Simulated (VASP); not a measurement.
# Sn3Se (Pm-3m) in VASP: notebook

Sn3Se is run at these levels: LDA; tasks: single point.

Everything below comes from runs of VASP 6.6.1. Logs are shortened: lines on timing, memory, paths and dates and some standing lists are left out, and cuts for length are marked.

## Step 1: The cell of the first run

Symmetry: Pm-3m, No. 221, cubic system. Conventional cell: a = 4.645 Å, b = 4.645 Å, c = 4.645 Å, α = 90.00°, β = 90.00°, γ = 90.00°. Sn (site symmetry 4/mmm) has 8 Sn at 3.28 Å and 4 Se at 3.28 Å within 4.3 Å. Within 4.3 Å of Se (site symmetry m-3m) lie 12 Sn at 3.28 Å.

## Step 2: Single point, LDA (volume scaled by 0.94)

Contents of INCAR:

```
  ALGO = Normal
  EDIFF = 1E-7
  ENCUT = 520
  ISIF = 2
  ISMEAR = -1
  LASPH = True
  LCHARG = False
  LREAL = False
  LWAVE = False
  NBANDS = 32
  NELM = 60
  PREC = Accurate
  SIGMA = 0.05
```

Contents of KPOINTS:

```
k-points
0
Gamma
  6 6 6
```

Contents of POSCAR:

```
Sn3Se
1.0
    4.6450787976      0.0000000000      0.0000000000
    0.0000000000      4.6450787976      0.0000000000
    0.0000000000      0.0000000000      4.6450787976
Sn Se
3 1
Direct
    0.5000000000      0.5000000000      0.0000000000
    0.5000000000      0.0000000000      0.5000000000
    0.0000000000      0.5000000000      0.5000000000
    0.0000000000      0.0000000000      0.0000000000
```

Potentials or basis: VASP PAW LDA potentials, release 64 (Sn_d, Se).

On the command line:

```sh
> cat potpaw_LDA.64/Sn_d/POTCAR potpaw_LDA.64/Se/POTCAR > POTCAR
> mpirun -np 1 vasp_std > vasp.out
```

OUTCAR:

```text
EDIFF = 1E-7
   ENCUT = 520
   ISIF = 2
   ISMEAR = -1
   LASPH = True
   LREAL = False
   NELM = 60
   PREC = Accurate

 ion  position               nearest neighbor table
   1  0.500  0.500  0.000-   2 3.28   3 3.28   2 3.28   3 3.28   2 3.28   2 3.28   3 3.28   3 3.28

   2  0.500  0.000  0.500-   1 3.28   3 3.28   1 3.28   1 3.28   3 3.28   1 3.28   3 3.28   3 3.28

   3  0.000  0.500  0.500-   1 3.28   2 3.28   1 3.28   2 3.28   1 3.28   2 3.28   1 3.28   2 3.28

   4  0.000  0.000  0.000-

  LATTYP: Found a simple cubic cell.
 ALAT       =     4.6450787976

  Lattice vectors:

 A1 = (   4.6450787976,   0.0000000000,   0.0000000000)
 A2 = (   0.0000000000,   4.6450787976,   0.0000000000)
 A3 = (   0.0000000000,   0.0000000000,   4.6450787976)

Analysis of symmetry for initial positions (statically):
=====================================================================
 Subroutine PRICEL returns:
 Original cell was already a primitive cell.

 Routine SETGRP: Setting up the symmetry group for a
 simple cubic supercell.

 Subroutine GETGRP returns: Found 48 space group operations
 (whereof 48 operations were pure point group operations)
 out of a pool of 48 trial point group operations.

The static configuration has the point symmetry O_h .

Analysis of symmetry for dynamics (positions and initial velocities):
=====================================================================
 Subroutine PRICEL returns:
 Original cell was already a primitive cell.

 Routine SETGRP: Setting up the symmetry group for a
 simple cubic supercell.

 Subroutine GETGRP returns: Found 48 space group operations
 (whereof 48 operations were pure point group operations)
 out of a pool of 48 trial point group operations.

The dynamic configuration has the point symmetry O_h .

 Subroutine INISYM returns: Found 48 space group operations
 (whereof 48 operations are pure point group operations),
 and found     1 'primitive' translations

----------------------------------------------------------------------------------------

                                     Primitive cell

  volume of cell :     100.2257

  direct lattice vectors                    reciprocal lattice vectors
     4.645078798  0.000000000  0.000000000     0.215281601  0.000000000  0.000000000
     0.000000000  4.645078798  0.000000000     0.000000000  0.215281601  0.000000000
     0.000000000  0.000000000  4.645078798     0.000000000  0.000000000  0.215281601

  length of vectors
     4.645078798  4.645078798  4.645078798     0.215281601  0.215281601  0.215281601

  position of ions in fractional coordinates (direct lattice)
     0.500000000  0.500000000  0.000000000
     0.500000000  0.000000000  0.500000000
     0.000000000  0.500000000  0.500000000
     0.000000000  0.000000000  0.000000000

  ion indices of the primitive-cell ions
   primitive index   ion index
                 1           1
                 2           2
                 3           3
                 4           4

----------------------------------------------------------------------------------------

 KPOINTS: k-points

Automatic generation of k-mesh.
 Grid dimensions read from file:
 generate k-points for:    6    6    6

 Generating k-lattice:

  Cartesian coordinates                     Fractional coordinates (reciprocal lattice)
     0.035880267  0.000000000  0.000000000     0.166666667  0.000000000  0.000000000
     0.000000000  0.035880267  0.000000000     0.000000000  0.166666667  0.000000000
     0.000000000  0.000000000  0.035880267     0.000000000  0.000000000  0.166666667

  Length of vectors
     0.035880267  0.035880267  0.035880267

  Shift w.r.t. Gamma in fractional coordinates (k-lattice)
     0.000000000  0.000000000  0.000000000

 Subroutine IBZKPT returns following result:
 ===========================================

 Found     20 irreducible k-points:

 Following reciprocal coordinates:
            Coordinates               Weight
  0.000000  0.000000  0.000000      1.000000
  0.166667  0.000000  0.000000      6.000000
  0.333333  0.000000  0.000000      6.000000
  0.500000  0.000000  0.000000      3.000000
  0.166667  0.166667  0.000000     12.000000
  0.333333  0.166667  0.000000     24.000000
[... 12 lines left out ...]
  0.500000  0.500000  0.333333      6.000000
  0.500000  0.500000  0.500000      1.000000
   k-points           NKPTS =     20   k-points in BZ     NKDIM =     20   number of bands    NBANDS=     32
   number of dos      NEDOS =    301   number of ions     NIONS =      4
   total plane-waves  NPLWV =  46656
   dimension x,y,z NGX =    36 NGY =   36 NGZ =   36
   dimension x,y,z NGXF=    72 NGYF=   72 NGZF=   72
   ions per type =               3   1
   NGX,Y,Z   is equivalent  to a cutoff of  12.88, 12.88, 12.88 a.u.
   NGXF,Y,Z  is equivalent  to a cutoff of  25.77, 25.77, 25.77 a.u.
 SYSTEM =  unknown system
   PREC   = accura    normal or accurate (medium, high low for compatibility)
   ISTART =      0    job   : 0-new  1-cont  2-samecut
   ICHARG =      2    charge: 1-file 2-atom 10-const
   ISPIN  =      1    spin polarized calculation?
   LNONCOLLINEAR =      F non collinear calculations
   LSORBIT =      F    spin-orbit coupling
   LASPH  =      T    aspherical Exc in radial PAW
   ENCUT  =  520.0 eV  38.22 Ry    6.18 a.u.   8.64  8.64  8.64*2*pi/ulx,y,z
   NELM   =     60;   NELMIN=  2; NELMDL= -5     # of ELM steps
   EDIFF  = 0.1E-06   stopping-criterion for ELM
   LREAL  =      F    real-space projection
   EDIFFG = 0.1E-05   stopping-criterion for IOM
   NSW    =      0    number of steps for IOM
   IBRION =     -1    ionic relax: 0-MD 1-quasi-New 2-CG
   NFREE  =      0    steps in history (QN), initial steepest desc. (CG)
   ISIF   =      2    stress and relaxation
   ISYM   =      2    0-nonsym 1-usesym 2-fastsym
   POTIM  = 0.5000    time-step for ionic-motion
   TEBEG  =    0.0;   TEEND  =   0.0 temperature during run
   PSTRESS=    0.0 pullay stress
   NELECT =      48.0000    total number of electrons
   NUPDOWN=      -1.0000    fix difference up-down
   EMIN   =  10.00;   EMAX   =-10.00  energy-range for DOS
   EFERMI =   0.00;   METHOD = LEGACY
   ISMEAR =    -1;   SIGMA  =   0.05  broadening in eV -4-tet -1-fermi 0-gaus
   EFERMI_NEDOS =   21; number of points for ismear=-14 and -15
   IALGO  =     38    algorithm
   IMIX   =      4    mixing-type and parameters
     AMIX     =   0.40;   BMIX     =  1.00
     AMIX_MAG =   1.60;   BMIX_MAG =  1.00
  volume/ion in A,a.u.               =      25.06       169.09
  Fermi-wavevector in a.u.,A,eV,Ry     =   1.280842  2.420440 22.321116  1.640556
  Thomas-Fermi vector in A             =   2.413246
   LORBIT       =      0    0 simple, 1 ext, 2 COOP (PROOUT), +10 PAW based schemes
   GGA     = CA    functional components
   LHFCALC =     F    Hartree Fock is set to
   AEXX    =    0.0000 exact exchange contribution
   IVDW    =     0    specifies the selected vdW correction
   LEPSILON=     F    determine dielectric tensor
   LRPA    =     F    only Hartree local field effects (RPA)
 non-spin polarized calculation
  energy-cutoff  :      520.00
  volume of cell :      100.23
 maximum number of plane-waves:      2730
 NGX is ok and might be reduce to    36
   NGX = 17   NGY = 17   NGZ = 17

 number of electron      47.9999969 magnetization

 Free energy of the ion-electron system (eV)
  ---------------------------------------------------
  ext. energy  EPLUGINS =         0.00000000
  ---------------------------------------------------
  free energy    TOTEN  =       -17.50249277 eV

  energy without entropy =      -17.48166448  energy(sigma->0) =      -17.49207863

 E-fermi :   7.7362     XC(G=0): -10.6979

 val. band max:        7.7132243117   @ k =   0.0000   0.0000   0.0000
 cond. band min:       7.7416434002   @ k =   0.1667   0.1667   0.1667
 fundamental gap:      0.0284190886
 Fermi energy:         7.7361733480

 k-point     1 :       0.0000    0.0000    0.0000
  band No.  band energies     occupation
      1     -13.9599      2.00000
      2     -13.9599      2.00000
      3     -13.9599      2.00000
      4     -13.9172      2.00000
      5     -13.9172      2.00000
      6     -13.9059      2.00000
[... 24 lines left out ...]
     31      13.3868      0.00000
     32      13.5538      0.00000

 k-point     2 :       0.1667    0.0000    0.0000
  band No.  band energies     occupation
      1     -13.9565      2.00000
      2     -13.9426      2.00000
      3     -13.9426      2.00000
      4     -13.9159      2.00000
      5     -13.9070      2.00000
      6     -13.8939      2.00000
[... 24 lines left out ...]
     31      13.7026      0.00000
     32      13.7784      0.00000

 k-point     3 :       0.3333    0.0000    0.0000
  band No.  band energies     occupation
      1     -13.9493      2.00000
      2     -13.9134      2.00000
      3     -13.8977      2.00000
      4     -13.8977      2.00000
      5     -13.8813      2.00000
      6     -13.8634      2.00000
[... 24 lines left out ...]
     31      12.5861      0.00000
     32      13.9824      0.00000

 k-point     4 :       0.5000    0.0000    0.0000
  band No.  band energies     occupation
      1     -13.9453      2.00000
      2     -13.9122      2.00000
      3     -13.8649      2.00000
      4     -13.8649      2.00000
      5     -13.8615      2.00000
      6     -13.8462      2.00000
[... 24 lines left out ...]
     31      11.9119      0.00000
     32      14.6069      0.00000

 k-point     5 :       0.1667    0.1667    0.0000
  band No.  band energies     occupation
      1     -13.9443      2.00000
      2     -13.9355      2.00000
      3     -13.9342      2.00000
      4     -13.9102      2.00000
      5     -13.8963      2.00000
      6     -13.8816      2.00000
[... 444 lines left out ...]
     31      13.6456      0.00000
     32      14.9984      0.00000

 k-point    18 :       0.5000    0.3333    0.3333
  band No.  band energies     occupation
      1     -13.9186      2.00000
      2     -13.9143      2.00000
      3     -13.9065      2.00000
      4     -13.8895      2.00000
      5     -13.8838      2.00000
      6     -13.8644      2.00000
[... 24 lines left out ...]
     31      13.2950      0.00000
     32      16.1178      0.00000

 k-point    19 :       0.5000    0.5000    0.3333
  band No.  band energies     occupation
      1     -13.9258      2.00000
      2     -13.9109      2.00000
      3     -13.9109      2.00000
      4     -13.9021      2.00000
      5     -13.8725      2.00000
      6     -13.8707      2.00000
[... 24 lines left out ...]
     31      13.9487      0.00000
     32      15.7195      0.00000

 k-point    20 :       0.5000    0.5000    0.5000
  band No.  band energies     occupation
      1     -13.9342      2.00000
      2     -13.9134      2.00000
      3     -13.9134      2.00000
      4     -13.9134      2.00000
      5     -13.8791      2.00000
      6     -13.8791      2.00000
[... 24 lines left out ...]
     31      14.1740      0.00000
     32      15.0749      0.00000

------------------------ aborting loop because EDIFF is reached ----------------------------------------

  FORCE on cell =-STRESS in cart. coord.  units (eV):
  Direction    XX          YY          ZZ          XY          YZ          ZX
  --------------------------------------------------------------------------------------
  -------------------------------------------------------------------------------------
  Total       -0.5857948     -0.5857948     -0.5857948      0.0000000     -0.0000000     -0.0000000
  in kB       -9.3643322     -9.3643322     -9.3643322      0.0000000     -0.0000000     -0.0000000
  external PRESSURE =      -9.3643322 kB  Pullay stress =       0.0000000 kB

 VOLUME and BASIS-vectors are now :
 -----------------------------------------------------------------------------
  energy-cutoff  :      520.00
  volume of cell :      100.23
      direct lattice vectors                 reciprocal lattice vectors
     4.645078798  0.000000000  0.000000000     0.215281601  0.000000000  0.000000000
     0.000000000  4.645078798  0.000000000     0.000000000  0.215281601  0.000000000
     0.000000000  0.000000000  4.645078798     0.000000000  0.000000000  0.215281601

 POSITION                                       TOTAL-FORCE (eV/Angst)
 -----------------------------------------------------------------------------------
      2.32254      2.32254      0.00000         0.000000      0.000000      0.000000
      2.32254      0.00000      2.32254         0.000000      0.000000      0.000000
      0.00000      2.32254      2.32254         0.000000      0.000000      0.000000
      0.00000      0.00000      0.00000         0.000000      0.000000      0.000000
 -----------------------------------------------------------------------------------
    total drift:                                0.000000      0.000000      0.000000

  FREE ENERGIE OF THE ION-ELECTRON SYSTEM (eV)
  ---------------------------------------------------
  free  energy   TOTEN  =       -17.5024927691 eV

  energy  without entropy=      -17.4816644822  energy(sigma->0) =      -17.49207863
```

It took 34 s on 1 thread of Intel Xeon 6975P-C, shared host; peak memory 0.2 GiB.

What came out:

```yaml
Free_energy: -17.5025 eV
Pressure: -0.9 GPa
Band_gap_on_the_k_mesh: zero (band 24 reaches 9.90 eV, above the bottom of band 25 at 7.42 eV)
```

Levels at points of the mesh, in eV from the Fermi level:
```
           k point  band 22  band 23  band 24  band 25  band 26  band 27
(0.00, 0.00, 0.00)    -4.57    -0.02    -0.02    -0.02     2.35     2.35
(0.50, 0.00, 0.00)    -1.93    -1.91    -1.91    -0.24     2.10     2.32
(0.50, 0.50, 0.00)    -2.01    -2.01    -0.57     0.03     0.03     0.10
(0.50, 0.50, 0.50)    -5.56    -4.97     2.16     2.16     2.16     6.20
```

Caveat: spin-orbit coupling is left out, which moves the levels of the heavy elements.

(Part 1 of 2 ends here.)
